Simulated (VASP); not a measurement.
# GaSb3 (C2/m) in VASP: further runs

The runs below take GaSb3 through single point, with PBEsol.

Program: VASP 6.6.1. These are calculated values, not measurements. Logs are shortened: lines on timing, memory, paths and dates and some standing lists are left out, and cuts for length are marked.

### 1 The cell of the first run

Symmetry: C2/m, No. 12, monoclinic system. The conventional cell has a = 6.762 Å, b = 7.293 Å, c = 4.834 Å, α = 90.00°, β = 131.11°, γ = 90.00°. Within 4.0 Å of Ga (site symmetry 2/m) lie 14 Sb at 3.03 to 3.65 Å. Sb (site symmetry 2) has 4 Ga at 3.03 to 3.14 Å and 10 Sb at 3.03 to 3.65 Å within 4.0 Å. Within 4.0 Å of Sb (site symmetry 2/m) lie 8 Sb at 3.03 to 3.14 Å and 6 Ga at 3.38 to 3.65 Å.

### 2 Single point, PBEsol (engineering shear strain xz -0.0533, normal strain along z -0.0733)

Input file INCAR:

```
SYSTEM = GaSb3
  PREC = Accurate
  ENCUT = 520
  EDIFF = 1E-7
  ISMEAR = 0
  SIGMA = 0.15
  LREAL = .False.
  LASPH = .True.
  NELM = 100
  ALGO = Normal
  ISIF = 2
  LWAVE = .False.
  LCHARG = .False.
  GGA = PS
  NBANDS = 22
```

Input file KPOINTS:

```
regular mesh
0
Gamma
  10 10 10
  0 0 0
```

Input file POSCAR:

```
GaSb3
1.0
   -0.0971837661      3.6466703981      3.3793694579
    3.5494866320      0.0000000000      3.2821856918
    3.6466703981      3.6466703981     -0.0971837661
Ga Sb
1 3
Direct
    0.0000000000      0.0000000000      0.0000000000
    0.2500000000      0.2500000000      0.2500000000
    0.7500000000      0.7500000000      0.7500000000
    0.5000000000      0.5000000000      0.5000000000
```

Potentials or basis: VASP PAW PBE potentials, release 64 (Ga_d, Sb).

Command:

```sh
$ cat potpaw_PBE.64/Ga_d/POTCAR potpaw_PBE.64/Sb/POTCAR > POTCAR
$ mpirun -np 1 vasp_std > vasp.out
```

OUTCAR:

```text
SYSTEM = GaSb3
   PREC = Accurate
   ENCUT = 520
   EDIFF = 1E-7
   ISMEAR = 0
   LREAL = .False.
   LASPH = .True.
   NELM = 100
   ISIF = 2
   GGA = PS

 ion  position               nearest neighbor table
   1  0.000  0.000  0.000-   3 3.03   2 3.03   3 3.03   2 3.03   3 3.14   2 3.14   3 3.14   2 3.14

   2  0.250  0.250  0.250-   1 3.03   1 3.03   4 3.03   4 3.03   1 3.14   4 3.14   1 3.14   4 3.14
                             3 3.38   3 3.38   3 3.65   3 3.65   3 3.65   3 3.65
   3  0.750  0.750  0.750-   4 3.03   1 3.03   4 3.03   1 3.03   4 3.14   1 3.14   4 3.14   1 3.14
                             2 3.38   2 3.38   2 3.65   2 3.65   2 3.65   2 3.65
   4  0.500  0.500  0.500-   2 3.03   2 3.03   3 3.03   3 3.03   2 3.14   3 3.14   2 3.14   3 3.14

  LATTYP: Found a base centered monoclinic cell.
 ALAT       =     6.7615331449
 B/A-ratio  =     1.0786519329
 C/A-ratio  =     0.7149884481
 COS(beta)  =    -0.6575342578

  Lattice vectors:

 A1 = (   0.0971837661,  -3.6466703981,  -3.3793694579)
 A2 = (   0.0971837661,   3.6466703981,  -3.3793694579)
 A3 = (   3.5494866320,   0.0000000000,   3.2821856918)

Analysis of symmetry for initial positions (statically):
=====================================================================
 Subroutine PRICEL returns:
 Original cell was already a primitive cell.

 Routine SETGRP: Setting up the symmetry group for a
 base centered monoclinic supercell.

 Subroutine GETGRP returns: Found  4 space group operations
 (whereof  4 operations were pure point group operations)
 out of a pool of  4 trial point group operations.

The static configuration has the point symmetry C_2h.

Analysis of symmetry for dynamics (positions and initial velocities):
=====================================================================
 Subroutine PRICEL returns:
 Original cell was already a primitive cell.

 Routine SETGRP: Setting up the symmetry group for a
 base centered monoclinic supercell.

 Subroutine GETGRP returns: Found  4 space group operations
 (whereof  4 operations were pure point group operations)
 out of a pool of  4 trial point group operations.

The dynamic configuration has the point symmetry C_2h.

 Subroutine INISYM returns: Found  4 space group operations
 (whereof  4 operations are pure point group operations),
 and found     1 'primitive' translations

----------------------------------------------------------------------------------------

[... 91 lines left out ...]
   LNONCOLLINEAR =      F non collinear calculations
   LSORBIT =      F    spin-orbit coupling
   LASPH  =      T    aspherical Exc in radial PAW
   ENCUT  =  520.0 eV  38.22 Ry    6.18 a.u.   9.25  8.99  9.59*2*pi/ulx,y,z
   NELM   =    100;   NELMIN=  2; NELMDL= -5     # of ELM steps
   EDIFF  = 0.1E-06   stopping-criterion for ELM
   LREAL  =      F    real-space projection
   EDIFFG = 0.1E-05   stopping-criterion for IOM
   NSW    =      0    number of steps for IOM
   IBRION =     -1    ionic relax: 0-MD 1-quasi-New 2-CG
   NFREE  =      0    steps in history (QN), initial steepest desc. (CG)
   ISIF   =      2    stress and relaxation
   ISYM   =      2    0-nonsym 1-usesym 2-fastsym
   POTIM  = 0.5000    time-step for ionic-motion
   TEBEG  =    0.0;   TEEND  =   0.0 temperature during run
   PSTRESS=    0.0 pullay stress
   NELECT =      28.0000    total number of electrons
   NUPDOWN=      -1.0000    fix difference up-down
   EMIN   =  10.00;   EMAX   =-10.00  energy-range for DOS
   EFERMI =   0.00;   METHOD = LEGACY
   ISMEAR =     0;   SIGMA  =   0.15  broadening in eV -4-tet -1-fermi 0-gaus
   EFERMI_NEDOS =   21; number of points for ismear=-14 and -15
   IALGO  =     38    algorithm
   IMIX   =      4    mixing-type and parameters
     AMIX     =   0.40;   BMIX     =  1.00
     AMIX_MAG =   1.60;   BMIX_MAG =  1.00
  volume/ion in A,a.u.               =      22.45       151.52
  Fermi-wavevector in a.u.,A,eV,Ry     =   1.110075  2.097737 16.765999  1.232266
  Thomas-Fermi vector in A             =   2.246622
   LORBIT       =      0    0 simple, 1 ext, 2 COOP (PROOUT), +10 PAW based schemes
   GGA     = PS    functional components
   LHFCALC =     F    Hartree Fock is set to
   AEXX    =    0.0000 exact exchange contribution
   IVDW    =     0    specifies the selected vdW correction
   LEPSILON=     F    determine dielectric tensor
   LRPA    =     F    only Hartree local field effects (RPA)
 non-spin polarized calculation
 Gauss-broadening in eV      SIGMA  =   0.15
  energy-cutoff  :      520.00
  volume of cell :       89.81
 maximum number of plane-waves:      2442
 NGX is ok and might be reduce to    40
   NGX = 19   NGY = 17   NGZ = 19

 number of electron      27.9999995 magnetization

 Free energy of the ion-electron system (eV)
  ---------------------------------------------------
  ext. energy  EPLUGINS =         0.00000000
  ---------------------------------------------------
  free energy    TOTEN  =       -16.20413470 eV

  energy without entropy =      -16.18081446  energy(sigma->0) =      -16.19247458

 E-fermi :   9.1684     XC(G=0): -10.9493

 val. band max:        9.1628527851   @ k =  -0.4000   0.1000   0.5000
 cond. band min:       9.1692078376   @ k =  -0.1000   0.1000   0.1000
 fundamental gap:      0.0063550524
 Fermi energy:         9.1683566946

 k-point     1 :       0.0000    0.0000    0.0000
  band No.  band energies     occupation
      1      -5.6704      2.00000
      2      -5.6702      2.00000
      3      -5.6615      2.00000
      4      -5.6536      2.00000
      5      -5.6390      2.00000
      6      -4.4690      2.00000
[... 589 lines left out ...]
     21      15.7718      0.00000
     22      15.8613      0.00000

 [... further k-points ...]
[... 5 lines left out ...]
  --------------------------------------------------------------------------------------
  -------------------------------------------------------------------------------------
  Total        3.2374111      3.6193732      4.1826560      0.0000000      0.0000000      1.2395263
  in kB       57.7540852     64.5681328     74.6168668      0.0000000      0.0000000     22.1126401
  external PRESSURE =      65.6463616 kB  Pullay stress =       0.0000000 kB

 VOLUME and BASIS-vectors are now :
 -----------------------------------------------------------------------------
  energy-cutoff  :      520.00
  volume of cell :       89.81
      direct lattice vectors                 reciprocal lattice vectors
    -0.097183766  3.646670398  3.379369458    -0.133270472  0.137111377  0.144124009
     3.549486632  0.000000000  3.282185692     0.141162607 -0.137111377  0.152016144
     3.646670398  3.646670398 -0.097183766     0.133270472  0.137111377 -0.144124009

 POSITION                                       TOTAL-FORCE (eV/Angst)
 -----------------------------------------------------------------------------------
      0.00000      0.00000      0.00000         0.000000      0.000000     -0.000000
      1.77474      1.82334      1.64109        -0.000000     -0.202741     -0.000000
      5.32423      5.47001      4.92328         0.000000      0.202741      0.000000
      3.54949      3.64667      3.28219         0.000000      0.000000     -0.000000
 -----------------------------------------------------------------------------------
    total drift:                               -0.000000      0.000000      0.000000

  FREE ENERGIE OF THE ION-ELECTRON SYSTEM (eV)
  ---------------------------------------------------
  free  energy   TOTEN  =       -16.2041346991 eV

  energy  without entropy=      -16.1808144609  energy(sigma->0) =      -16.19247458
```

OSZICAR:

```text
N       E                     dE             d eps       ncg     rms          rms(c)
DAV:   1     0.165529030390E+03    0.16553E+03   -0.11771E+04 12894   0.140E+03
DAV:   2    -0.483189035444E-01   -0.16558E+03   -0.15891E+03 13668   0.336E+02
DAV:   3    -0.157987088971E+02   -0.15750E+02   -0.15253E+02 15236   0.844E+01
DAV:   4    -0.162462619217E+02   -0.44755E+00   -0.44515E+00 14188   0.146E+01
DAV:   5    -0.162568996752E+02   -0.10638E-01   -0.10635E-01 15342   0.235E+00    0.403E+00
DAV:   6    -0.162188069618E+02    0.38093E-01   -0.49006E-02 16450   0.268E+00    0.227E+00
DAV:   7    -0.162046673202E+02    0.14140E-01   -0.25474E-02 16356   0.133E+00    0.186E-01
DAV:   8    -0.162041590728E+02    0.50825E-03   -0.24629E-03 15048   0.508E-01    0.609E-02
DAV:   9    -0.162041390942E+02    0.19979E-04   -0.16841E-04 14734   0.812E-02    0.201E-02
DAV:  10    -0.162041355263E+02    0.35678E-05   -0.14307E-05 14964   0.343E-02    0.768E-03
DAV:  11    -0.162041351920E+02    0.33433E-06   -0.10388E-06 15012   0.701E-03    0.241E-03
DAV:  12    -0.162041348439E+02    0.34807E-06   -0.12406E-07  9362   0.268E-03    0.444E-04
DAV:  13    -0.162041347344E+02    0.10949E-06   -0.33278E-08  8178   0.144E-03    0.238E-04
DAV:  14    -0.162041346991E+02    0.35349E-07   -0.59086E-09  7752   0.706E-04
   1 F= -.16204135E+02 E0= -.16192475E+02  d E =-.233202E-01
```

Run time: 12 min. Hardware: 1 thread of AMD EPYC 7R43 (Zen 3), shared host; peak memory 0.57 GiB.

What came out:

```yaml
Free_energy: -16.2041 eV
Pressure: 6.6 GPa
Largest_force: 0.203 eV/Å
Band_gap_on_the_k_mesh: zero (band 14 reaches 11.06 eV, above the bottom of band 15 at 6.69 eV)
```

Forces in eV/Å, atoms in the order of the input:
```
Ga   0.000  0.000  0.000
Sb   0.000 -0.203  0.000
Sb   0.000  0.203  0.000
Sb   0.000  0.000  0.000
```

Stress tensor (GPa, compression positive):
```
5.78 0.00 2.21
0.00 6.46 0.00
2.21 0.00 7.46
```

Levels at points of the mesh, in eV from the Fermi level:
| k point | band 11 | band 12 | band 13 | band 14 | band 15 | band 16 | band 17 | band 18 |
| --- | --- | --- | --- | --- | --- | --- | --- | --- |
| (0.00, 0.00, 0.00) | -2.97 | -2.93 | -2.86 | -2.81 | -2.48 | -1.24 | -1.23 | -0.08 |
| (0.50, 0.00, 0.00) | -3.63 | -3.24 | -2.83 | -0.05 | 0.28 | 1.80 | 2.58 | 2.61 |
| (0.00, 0.50, 0.00) | -3.90 | -3.38 | -3.02 | -0.26 | 0.12 | 1.91 | 2.73 | 3.06 |
| (0.50, 0.50, 0.00) | -6.21 | 0.56 | 0.62 | 1.06 | 1.43 | 1.92 | 2.04 | 3.14 |
| (0.50, 0.00, 0.50) | -5.82 | 0.60 | 1.15 | 1.43 | 1.68 | 2.12 | 2.19 | 2.95 |
| (0.00, 0.50, 0.50) | -5.91 | 0.61 | 1.12 | 1.39 | 1.53 | 2.10 | 2.24 | 2.91 |

Caveat: the cell differs from its parent crystal (engineering shear strain xz -0.0533, normal strain along z -0.0733); the PAW data sets were made with another functional, which shifts forces and pressure a little; spin-orbit coupling is left out, which moves the levels of the heavy elements.

### 3 Single point, PBEsol (engineering shear strain xz -0.0533, normal strain along z +0.1100)

Input file INCAR:

```
PREC     = Accurate       # precision mode
ENCUT    = 520            # plane-wave cutoff, eV
EDIFF    = 1E-6           # SCF threshold, eV
ISMEAR   = 0              # smearing method
SIGMA    = 0.15           # smearing width, eV
LREAL    = False          # projectors in reciprocal space
LASPH    = True           # aspherical terms in the spheres
NELM     = 80             # most SCF steps
ALGO     = Normal         # electronic algorithm
ISIF     = 2              # what is computed and relaxed
LWAVE    = False          # write WAVECAR
LCHARG   = False          # write CHGCAR
GGA      = PS             # functional
NBANDS   = 22             # bands
```

Input file KPOINTS:

```
regular mesh
0
Gamma
  10 10 10
```

Changes to POSCAR since step 2:

```diff
@@ -2,4 +2,4 @@
 1.0
-   -0.0971837661      3.6466703981      3.3793694579
-    3.5494866320      0.0000000000      3.2821856918
+   -0.0971837661      3.6466703981      4.0478041419
+    3.5494866320      0.0000000000      3.9506203758
     3.6466703981      3.6466703981     -0.0971837661
```

Potentials or basis: VASP PAW PBE potentials, release 64 (Ga_d, Sb).

Command:

```sh
$ cat potpaw_PBE.64/Ga_d/POTCAR potpaw_PBE.64/Sb/POTCAR > POTCAR
$ mpirun -np 1 vasp_std > vasp.out
```

OUTCAR:

```text
PREC = Accurate
   ENCUT = 520
   EDIFF = 1E-6
   ISMEAR = 0
   LREAL = False
   LASPH = True
   NELM = 80
   ISIF = 2
   GGA = PS

 ion  position               nearest neighbor table
   1  0.000  0.000  0.000-   3 3.22   2 3.22   3 3.22   2 3.22   2 3.34   3 3.34   3 3.34   2 3.34

   2  0.250  0.250  0.250-   1 3.22   1 3.22   4 3.22   4 3.22   4 3.34   1 3.34   1 3.34   4 3.34
                             3 3.65   3 3.65   3 3.65   3 3.65
   3  0.750  0.750  0.750-   4 3.22   1 3.22   4 3.22   1 3.22   1 3.34   4 3.34   4 3.34   1 3.34
                             2 3.65   2 3.65   2 3.65   2 3.65
   4  0.500  0.500  0.500-   2 3.22   2 3.22   3 3.22   3 3.22   3 3.34   2 3.34   2 3.34   3 3.34

  LATTYP: Found a base centered monoclinic cell.
 ALAT       =     7.2959302839
 B/A-ratio  =     0.9996450778
 C/A-ratio  =     0.7279340786
 COS(beta)  =    -0.6482787633

  Lattice vectors:

 A1 = (  -3.6466703981,   3.6466703981,   0.0971837661)
 A2 = (  -3.6466703981,  -3.6466703981,   0.0971837661)
 A3 = (   3.5494866320,   0.0000000000,   3.9506203758)

Analysis of symmetry for initial positions (statically):
=====================================================================
 Subroutine PRICEL returns:
[... 172 lines left out ...]
  free energy    TOTEN  =       -16.17791553 eV

  energy without entropy =      -16.14701101  energy(sigma->0) =      -16.16246327

 E-fermi :   6.8974     XC(G=0): -10.1400

 val. band max:        6.8964063480   @ k =  -0.3000   0.1000   0.3000
 cond. band min:       6.8982794253   @ k =  -0.1000   0.2000  -0.0000
 fundamental gap:      0.0018730772
 Fermi energy:         6.8974232175

 k-point     1 :       0.0000    0.0000    0.0000
  band No.  band energies     occupation
      1      -7.8384      2.00000
      2      -7.8331      2.00000
      3      -7.8312      2.00000
      4      -7.8271      2.00000
      5      -7.8173      2.00000
      6      -5.2996      2.00000
[... 589 lines left out ...]
     21      11.5073      0.00000
     22      14.4655      0.00000

 [... further k-points ...]
[... 5 lines left out ...]
  --------------------------------------------------------------------------------------
  -------------------------------------------------------------------------------------
  Total       -2.8501207     -2.9274842     -3.3660523      0.0000000     -0.0000000      0.2125531
  in kB      -42.4433143    -43.5953931    -50.1264442      0.0000000     -0.0000000      3.1652893
  external PRESSURE =     -45.3883839 kB  Pullay stress =       0.0000000 kB

 VOLUME and BASIS-vectors are now :
 -----------------------------------------------------------------------------
  energy-cutoff  :      520.00
  volume of cell :      107.59
      direct lattice vectors                 reciprocal lattice vectors
    -0.097183766  3.646670398  4.047804142    -0.133905147  0.137111377  0.120308833
     3.549486632  0.000000000  3.950620376     0.140493179 -0.137111377  0.126896865
     3.646670398  3.646670398 -0.097183766     0.133905147  0.137111377 -0.120308833

 POSITION                                       TOTAL-FORCE (eV/Angst)
 -----------------------------------------------------------------------------------
      0.00000      0.00000      0.00000        -0.000000     -0.000000     -0.000000
      1.77474      1.82334      1.97531        -0.000000     -0.081319     -0.000000
      5.32423      5.47001      5.92593         0.000000      0.081319      0.000000
      3.54949      3.64667      3.95062         0.000000      0.000000     -0.000000
 -----------------------------------------------------------------------------------
    total drift:                               -0.000000      0.000000      0.000000

  FREE ENERGIE OF THE ION-ELECTRON SYSTEM (eV)
  ---------------------------------------------------
  free  energy   TOTEN  =       -16.1779155306 eV

  energy  without entropy=      -16.1470110148  energy(sigma->0) =      -16.16246327
```

OSZICAR:

```text
N       E                     dE             d eps       ncg     rms          rms(c)
DAV:   1     0.156918419570E+03    0.15692E+03   -0.11595E+04 12786   0.133E+03
DAV:   2    -0.692287601846E+00   -0.15761E+03   -0.15155E+03 13722   0.314E+02
DAV:   3    -0.157620054156E+02   -0.15070E+02   -0.14569E+02 15370   0.814E+01
DAV:   4    -0.162101852208E+02   -0.44818E+00   -0.44607E+00 13912   0.144E+01
DAV:   5    -0.162210174579E+02   -0.10832E-01   -0.10831E-01 15926   0.236E+00    0.287E+00
DAV:   6    -0.161888388875E+02    0.32179E-01   -0.49388E-02 16020   0.219E+00    0.156E+00
DAV:   7    -0.161782718951E+02    0.10567E-01   -0.25362E-02 15044   0.110E+00    0.161E-01
DAV:   8    -0.161779206983E+02    0.35120E-03   -0.20655E-03 14558   0.419E-01    0.668E-02
DAV:   9    -0.161779158827E+02    0.48156E-05   -0.14086E-04 15174   0.747E-02    0.192E-02
DAV:  10    -0.161779158311E+02    0.51543E-07   -0.14446E-05 14538   0.391E-02    0.515E-03
DAV:  11    -0.161779155306E+02    0.30053E-06   -0.10144E-06  9186   0.978E-03
   1 F= -.16177916E+02 E0= -.16162463E+02  d E =-.309045E-01
```

stdout:

```text
POSCAR found type information on POSCAR GaSb
 POSCAR found :  2 types and       4 ions
 scaLAPACK will be used
 -----------------------------------------------------------------------------
|                                                                             |
|                                                                             |
|     You enforced a specific xc type in the INCAR file but a different       |
|     I HOPE YOU KNOW WHAT YOU ARE DOING!                                     |
|                                                                             |
 -----------------------------------------------------------------------------

 LDA part: xc-table for (Slater+PW92), standard interpolation
 POSCAR, INCAR and KPOINTS ok, starting setup
 FFT: planning ... GRIDC
 FFT: planning ... GRID_SOFT
 FFT: planning ... GRID
 WAVECAR not read
 entering main loop
```

Wall time 12 min (1 thread of Oxide Virtual Turin-like, shared host); peak memory 0.68 GiB.

Results:

```
Free energy            : -16.1779 eV
Pressure               : -4.5 GPa
Largest force          : 0.081 eV/Å
Band gap on the k mesh : zero (band 14 reaches 8.82 eV, above the bottom of band 15 at 4.91 eV)
```

Forces on the atoms (eV/Å):
```
Ga   0.000  0.000  0.000
Sb   0.000 -0.081  0.000
Sb   0.000  0.081  0.000
Sb   0.000  0.000  0.000
```

Caveat: the cell differs from its parent crystal (engineering shear strain xz -0.0533, normal strain along z +0.1100); the PAW data sets were made with another functional, which shifts forces and pressure a little; spin-orbit coupling is left out, which moves the levels of the heavy elements.
